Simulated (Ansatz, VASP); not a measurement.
# Two plane-wave programs on SiPdRu5

```
CELL_PARAMETERS angstrom
0.00000 4.31080 4.31080
4.31080 0.00000 4.31080
4.31080 4.31080 0.00000
ATOMIC_POSITIONS crystal
Si 0.75000 0.75000 0.75000
Ru 0.09723 0.09723 0.09723
Ru 0.09723 0.09723 0.70830
Ru 0.09723 0.70830 0.09723
Ru 0.70830 0.09723 0.09723
Ru 0.50000 0.50000 0.50000
Pd 0.25000 0.25000 0.25000
```

Alike in both runs: functional PBE; k mesh 4 × 4 × 4; occupations gaussian, width 0.2 eV; no spin polarisation.

Ansatz relaxed the structure, and its values are those at the end. VASP's run is a single point on that final structure, the one shown.

|  | VASP | Ansatz |
| --- | --- | --- |
| version | VASP 6.6.1 | Ansatz 0.2.0 |
| potentials or method | VASP PAW PBE potentials, release 64 (Si, Ru_pv, Pd), cutoff 520 eV | scalar-relativistic, plane waves, PAW |
| valence electrons in the cell | 84 | 102 |

Ansatz gave:

* gap on the k mesh at the Fermi level (eV): none
* pressure (GPa): -0.1
* rms of the force components (eV/Å): 0.012

Problem. Which values does VASP return?

Solution. gap on the k mesh at the Fermi level (eV): none; pressure (GPa): 0.1; rms of the force components (eV/Å): 0.055.

A gap of «none» marks a metal or a gap that the smearing closes. The functional is the same, so the differences come from potentials, cutoffs and numerics. VASP's potentials hold 84 valence electrons a cell and Ansatz's 102, so a difference there can come from the potentials and not from the codes.
